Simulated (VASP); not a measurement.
# Sr (Im-3m) in VASP: a series of runs

The runs below take Sr through single point, with SVWN5.

All numbers are computed with VASP 6.6.1; they aren't measurements. Logs are shortened: lines on timing, memory, paths and dates and some standing lists are left out, and cuts for length are marked.

**1. The cell of the first run**

Symmetry: Im-3m, No. 229, cubic system. Conventional cell: a = 4.837 Å, b = 4.837 Å, c = 4.837 Å, α = 90.00°, β = 90.00°, γ = 90.00°. Within 5.5 Å of Sr (site symmetry m-3m) lie 14 Sr at 4.19 to 4.84 Å.

**2. Single point, SVWN5, collinear spin, ferromagnetic start (volume scaled by 0.98)**

The input, INCAR:

```
SYSTEM = Sr
PREC = Accurate ; ENCUT = 520
EDIFF = 1E-7 ; ISMEAR = -1
SIGMA = 0.05 ; LREAL = .False.
LASPH = .True. ; NELM = 150
ALGO = Normal ; ISIF = 2
LWAVE = .False. ; LCHARG = .False.
ISPIN = 2 ; MAGMOM = 0.5
LORBIT = 11 ; GGA = VW
NBANDS = 15
```

The input, KPOINTS:

```
Automatic mesh
0
Gamma
  8 8 8
  0 0 0
```

The input, POSCAR:

```
Sr
1.0
   -2.4186572257      2.4186572257      2.4186572257
    2.4186572257     -2.4186572257      2.4186572257
    2.4186572257      2.4186572257     -2.4186572257
Sr
1
Direct
    0.0000000000      0.0000000000      0.0000000000
```

Potentials or basis: VASP PAW PBE potentials, release 64 (Sr_sv).

Started as:

```sh
> cat potpaw_PBE.64/Sr_sv/POTCAR > POTCAR
> mpirun -np 1 vasp_std > vasp.out
```

OUTCAR:

```text
SYSTEM = Sr
   PREC = Accurate
   ENCUT = 520
   EDIFF = 1E-7
   ISMEAR = -1
   LREAL = .False.
   LASPH = .True.
   NELM = 150
   ISIF = 2
   ISPIN = 2
   LORBIT = 11
   GGA = VW

 ion  position               nearest neighbor table
   1  0.000  0.000  0.000-

  LATTYP: Found a body centered cubic cell.
 ALAT       =     4.8373144514

  Lattice vectors:

 A1 = (  -2.4186572257,   2.4186572257,   2.4186572257)
 A2 = (   2.4186572257,  -2.4186572257,   2.4186572257)
 A3 = (   2.4186572257,   2.4186572257,  -2.4186572257)

Analysis of symmetry for initial positions (statically):
=====================================================================
 Subroutine PRICEL returns:
 Original cell was already a primitive cell.

 Routine SETGRP: Setting up the symmetry group for a
 body centered cubic supercell.

 Subroutine GETGRP returns: Found 48 space group operations
 (whereof 48 operations were pure point group operations)
 out of a pool of 48 trial point group operations.

The static configuration has the point symmetry O_h .

Analysis of symmetry for dynamics (positions and initial velocities):
=====================================================================
 Subroutine PRICEL returns:
 Original cell was already a primitive cell.

 Routine SETGRP: Setting up the symmetry group for a
 body centered cubic supercell.

 Subroutine GETGRP returns: Found 48 space group operations
 (whereof 48 operations were pure point group operations)
 out of a pool of 48 trial point group operations.

The dynamic configuration has the point symmetry O_h .

Analysis of structural, dynamic, and magnetic symmetry:
=====================================================================
 Subroutine PRICEL returns:
 Original cell was already a primitive cell.

 Routine SETGRP: Setting up the symmetry group for a
 body centered cubic supercell.

 Subroutine GETGRP returns: Found 48 space group operations
 (whereof 48 operations were pure point group operations)
 out of a pool of 48 trial point group operations.

The overall configuration has the point symmetry O_h .

 Subroutine INISYM returns: Found 48 space group operations
 (whereof 48 operations are pure point group operations),
 and found     1 'primitive' translations

----------------------------------------------------------------------------------------

                                     Primitive cell

  volume of cell :      56.5956

  direct lattice vectors                    reciprocal lattice vectors
    -2.418657226  2.418657226  2.418657226     0.000000000  0.206726276  0.206726276
     2.418657226 -2.418657226  2.418657226     0.206726276  0.000000000  0.206726276
     2.418657226  2.418657226 -2.418657226     0.206726276  0.206726276  0.000000000

  length of vectors
     4.189237201  4.189237201  4.189237201     0.292355103  0.292355103  0.292355103

  position of ions in fractional coordinates (direct lattice)
     0.000000000  0.000000000  0.000000000

  ion indices of the primitive-cell ions
   primitive index   ion index
                 1           1

----------------------------------------------------------------------------------------

 KPOINTS: Automatic mesh

Automatic generation of k-mesh.
 Grid dimensions read from file:
 generate k-points for:    8    8    8

 Generating k-lattice:

  Cartesian coordinates                     Fractional coordinates (reciprocal lattice)
     0.000000000  0.025840784  0.025840784     0.125000000  0.000000000  0.000000000
     0.025840784  0.000000000  0.025840784     0.000000000  0.125000000  0.000000000
     0.025840784  0.025840784  0.000000000     0.000000000  0.000000000  0.125000000

  Length of vectors
     0.036544388  0.036544388  0.036544388

  Shift w.r.t. Gamma in fractional coordinates (k-lattice)
     0.000000000  0.000000000  0.000000000

 Subroutine IBZKPT returns following result:
 ===========================================

 Found     29 irreducible k-points:

 Following reciprocal coordinates:
            Coordinates               Weight
  0.000000  0.000000  0.000000      1.000000
  0.125000  0.000000  0.000000     12.000000
  0.250000  0.000000  0.000000     12.000000
  0.375000  0.000000  0.000000     12.000000
  0.500000  0.000000  0.000000      6.000000
  0.125000  0.125000  0.000000     24.000000
[... 16 lines left out ...]
 -0.250000  0.250000  0.250000      6.000000
 -0.375000  0.375000  0.250000     24.000000
 [... further k-points ...]
   k-points           NKPTS =     29   k-points in BZ     NKDIM =     29   number of bands    NBANDS=     15
   number of dos      NEDOS =    301   number of ions     NIONS =      1
   total plane-waves  NPLWV =  32768
   dimension x,y,z NGX =    32 NGY =   32 NGZ =   32
   dimension x,y,z NGXF=    64 NGYF=   64 NGZF=   64
   ions per type =               1
   NGX,Y,Z   is equivalent  to a cutoff of  12.70, 12.70, 12.70 a.u.
   NGXF,Y,Z  is equivalent  to a cutoff of  25.40, 25.40, 25.40 a.u.
 SYSTEM =  Sr
   PREC   = accura    normal or accurate (medium, high low for compatibility)
   ISTART =      0    job   : 0-new  1-cont  2-samecut
   ICHARG =      2    charge: 1-file 2-atom 10-const
   ISPIN  =      2    spin polarized calculation?
   LNONCOLLINEAR =      F non collinear calculations
   LSORBIT =      F    spin-orbit coupling
   LASPH  =      T    aspherical Exc in radial PAW
   ENCUT  =  520.0 eV  38.22 Ry    6.18 a.u.   7.79  7.79  7.79*2*pi/ulx,y,z
   NELM   =    150;   NELMIN=  2; NELMDL= -5     # of ELM steps
   EDIFF  = 0.1E-06   stopping-criterion for ELM
   LREAL  =      F    real-space projection
   EDIFFG = 0.1E-05   stopping-criterion for IOM
   NSW    =      0    number of steps for IOM
   IBRION =     -1    ionic relax: 0-MD 1-quasi-New 2-CG
   NFREE  =      0    steps in history (QN), initial steepest desc. (CG)
   ISIF   =      2    stress and relaxation
   ISYM   =      2    0-nonsym 1-usesym 2-fastsym
   POTIM  = 0.5000    time-step for ionic-motion
   TEBEG  =    0.0;   TEEND  =   0.0 temperature during run
   PSTRESS=    0.0 pullay stress
   NELECT =      10.0000    total number of electrons
   NUPDOWN=      -1.0000    fix difference up-down
   EMIN   =  10.00;   EMAX   =-10.00  energy-range for DOS
   EFERMI =   0.00;   METHOD = LEGACY
   ISMEAR =    -1;   SIGMA  =   0.05  broadening in eV -4-tet -1-fermi 0-gaus
   EFERMI_NEDOS =   21; number of points for ismear=-14 and -15
   IALGO  =     38    algorithm
   IMIX   =      4    mixing-type and parameters
     AMIX     =   0.40;   BMIX     =  1.00
     AMIX_MAG =   1.60;   BMIX_MAG =  1.00
  volume/ion in A,a.u.               =      56.60       381.93
  Fermi-wavevector in a.u.,A,eV,Ry     =   0.918644  1.735985 11.482046  0.843907
  Thomas-Fermi vector in A             =   2.043749
   LORBIT       =     11    0 simple, 1 ext, 2 COOP (PROOUT), +10 PAW based schemes
   GGA     = VW    functional components
   LHFCALC =     F    Hartree Fock is set to
   AEXX    =    0.0000 exact exchange contribution
   IVDW    =     0    specifies the selected vdW correction
   LEPSILON=     F    determine dielectric tensor
   LRPA    =     F    only Hartree local field effects (RPA)
 spin polarized calculation
  energy-cutoff  :      520.00
  volume of cell :       56.60
 maximum number of plane-waves:      1556
   NGX = 15   NGY = 15   NGZ = 15

 number of electron      10.0000000 magnetization      -0.0466209

 number of electron      10.0000000 magnetization       0.0030323

 Free energy of the ion-electron system (eV)
  ---------------------------------------------------
  ext. energy  EPLUGINS =         0.00000000
  ---------------------------------------------------
  free energy    TOTEN  =        36.87267997 eV

  energy without entropy =       36.88013920  energy(sigma->0) =       36.87640959

 E-fermi :   1.2824     XC(G=0):  -7.4574

 val. band max:        1.2714081564   @ k =   0.5000   0.5000   0.3750
 cond. band min:       1.3198369202   @ k =   0.5000   0.5000   0.2500
 fundamental gap:      0.0484287638
 Fermi energy:         1.2824230160

 spin component 1

 k-point     1 :       0.0000    0.0000    0.0000
  band No.  band energies     occupation
      1     -35.3385      1.00000
      2     -17.2433      1.00000
      3     -17.2433      1.00000
      4     -17.2433      1.00000
      5      -2.3428      1.00000
      6       3.5081      0.00000
      7       3.5081      0.00000
      8       3.5081      0.00000
      9       4.8219      0.00000
     10       4.8219      0.00000
     11       9.3243      0.00000
     12       9.3243      0.00000
     13       9.3243      0.00000
     14      13.1494      0.00000
     15      13.1494      0.00000
[... 397 lines left out ...]
 k-point    24 :      -0.3750    0.3750    0.2500
  band No.  band energies     occupation
      1     -35.3214      1.00000
      2     -17.3802      1.00000
      3     -17.3308      1.00000
      4     -17.3121      1.00000
      5       0.3860      1.00000
      6       1.8346      0.00002
      7       3.3022      0.00000
      8       3.4277      0.00000
      9       4.6194      0.00000
     10       5.3787      0.00000
     11       7.6446      0.00000
     12       8.5195      0.00000
     13       9.2413      0.00000
     14      11.4902      0.00000
     15      12.8873      0.00000

 [... further k-points ...]

 spin component 2

 k-point     1 :       0.0000    0.0000    0.0000
  band No.  band energies     occupation
      1     -35.2859      1.00000
      2     -17.1983      1.00000
      3     -17.1983      1.00000
      4     -17.1983      1.00000
      5      -2.3454      1.00000
      6       3.5192      0.00000
      7       3.5192      0.00000
      8       3.5192      0.00000
      9       4.8360      0.00000
     10       4.8360      0.00000
     11       9.3261      0.00000
     12       9.3261      0.00000
     13       9.3261      0.00000
     14      13.1638      0.00000
     15      13.1638      0.00000
[... 397 lines left out ...]
 k-point    24 :      -0.3750    0.3750    0.2500
  band No.  band energies     occupation
      1     -35.2688      1.00000
      2     -17.3362      1.00000
      3     -17.2865      1.00000
      4     -17.2676      1.00000
      5       0.3895      1.00000
      6       1.8422      0.00001
      7       3.3121      0.00000
      8       3.4357      0.00000
      9       4.6279      0.00000
     10       5.3938      0.00000
     11       7.6542      0.00000
     12       8.5365      0.00000
     13       9.2541      0.00000
     14      11.5075      0.00000
     15      12.8885      0.00000

 [... further k-points ...]
[... 5 lines left out ...]
  --------------------------------------------------------------------------------------
  -------------------------------------------------------------------------------------
  Total       -0.6282195     -0.6282195     -0.6282195      0.0000000      0.0000000     -0.0000000
  in kB      -17.7843913    -17.7843913    -17.7843913      0.0000000      0.0000000     -0.0000000
  external PRESSURE =     -17.7843913 kB  Pullay stress =       0.0000000 kB

 VOLUME and BASIS-vectors are now :
 -----------------------------------------------------------------------------
  energy-cutoff  :      520.00
  volume of cell :       56.60
      direct lattice vectors                 reciprocal lattice vectors
    -2.418657226  2.418657226  2.418657226     0.000000000  0.206726276  0.206726276
     2.418657226 -2.418657226  2.418657226     0.206726276  0.000000000  0.206726276
     2.418657226  2.418657226 -2.418657226     0.206726276  0.206726276  0.000000000

 POSITION                                       TOTAL-FORCE (eV/Angst)
 -----------------------------------------------------------------------------------
      0.00000      0.00000      0.00000         0.000000      0.000000      0.000000
 -----------------------------------------------------------------------------------
    total drift:                                0.000000      0.000000      0.000000

  FREE ENERGIE OF THE ION-ELECTRON SYSTEM (eV)
  ---------------------------------------------------
  free  energy   TOTEN  =        36.8726799728 eV

  energy  without entropy=       36.8801392026  energy(sigma->0) =       36.87640959

 total charge

# of ion       s       p       d       tot
------------------------------------------
    1        2.067   5.634   0.136   7.837

 magnetization (x)

# of ion       s       p       d       tot
------------------------------------------
    1       -0.001  -0.007   0.001  -0.006
```

It took 23 s on 1 thread of Intel Xeon Platinum 8488C (Sapphire Rapids), shared host; peak memory 0.18 GiB.

What came out:

```
Free energy                                           : 36.8727 eV
Pressure                                              : -1.8 GPa
Band gap on the k mesh                                : zero (filled and empty bands overlap)
Net moment                                            : 0.00 μB per cell
Valence electrons inside the program's atomic spheres : Sr 7.84
```

Caveat: the cell differs from its parent crystal (volume scaled by 0.98); the PAW data sets were made with another functional, which shifts forces and pressure a little.

**3. Single point, SVWN5, collinear spin, ferromagnetic start**

This run uses another cell than the first one, of 57.75 Å³/atom, 1.020 times its volume.

The input, INCAR:

```
  PREC = Accurate
  ENCUT = 520
  EDIFF = 1E-6
  ISMEAR = -1
  SIGMA = 0.05
  LREAL = F
  LASPH = T
  NELM = 150
  ALGO = Normal
  ISIF = 2
  LWAVE = F
  LCHARG = F
  ISPIN = 2
  MAGMOM = 0.5
  LORBIT = 11
  GGA = VW
  NBANDS = 15
```

The input, KPOINTS:

```
Automatic mesh
0
Gamma
  8 8 8
```

The input, POSCAR:

```
Sr
1.0
   -2.4350000000      2.4350000000      2.4350000000
    2.4350000000     -2.4350000000      2.4350000000
    2.4350000000      2.4350000000     -2.4350000000
Sr
1
Direct
    0.0000000000      0.0000000000      0.0000000000
```

Potentials or basis: VASP PAW PBE potentials, release 64 (Sr_sv).

Started as:

```sh
> cat potpaw_PBE.64/Sr_sv/POTCAR > POTCAR
> mpirun -np 1 vasp_std > vasp.out
```

It took 19 s on 1 thread of Intel Xeon Platinum 8488C (Sapphire Rapids), shared host; peak memory 0.18 GiB.

It converged, with:

| Property | Result |
| --- | --- |
| Free energy | 36.8860 eV |
| Pressure | -1.9 GPa |
| Band gap on the k mesh | zero (filled and empty bands overlap) |
| Net moment | 0.00 μB per cell |
| Valence electrons inside the program's atomic spheres | Sr 7.83 |

Levels at points of the mesh, in eV from the Fermi level:
Spin up:
| k point | band 3 | band 4 | band 5 | band 6 | band 7 | band 8 |
| --- | --- | --- | --- | --- | --- | --- |
| (0.00, 0.00, 0.00) | -18.58 | -18.58 | -3.60 | 2.19 | 2.19 | 2.19 |
| (0.50, 0.00, 0.00) | -18.64 | -18.58 | -1.03 | 0.21 | 1.12 | 3.25 |
| (0.50, 0.50, 0.50) | -18.70 | -18.70 | -0.10 | -0.10 | 3.41 | 3.41 |
Spin down:
```csv
k point,band 2,band 3,band 4,band 5,band 6,band 7,band 8,band 9
"(0.00, 0.00, 0.00)",-18.53,-18.53,-18.53,-3.60,2.20,2.20,2.20,3.50
"(0.50, 0.00, 0.00)",-18.70,-18.59,-18.53,-1.03,0.22,1.13,3.26,3.93
"(0.50, 0.50, 0.50)",-18.66,-18.66,-18.66,-0.09,-0.09,3.42,3.42,3.42
```

Caveat: the PAW data sets were made with another functional, which shifts forces and pressure a little.

[end of part 1 of 2]
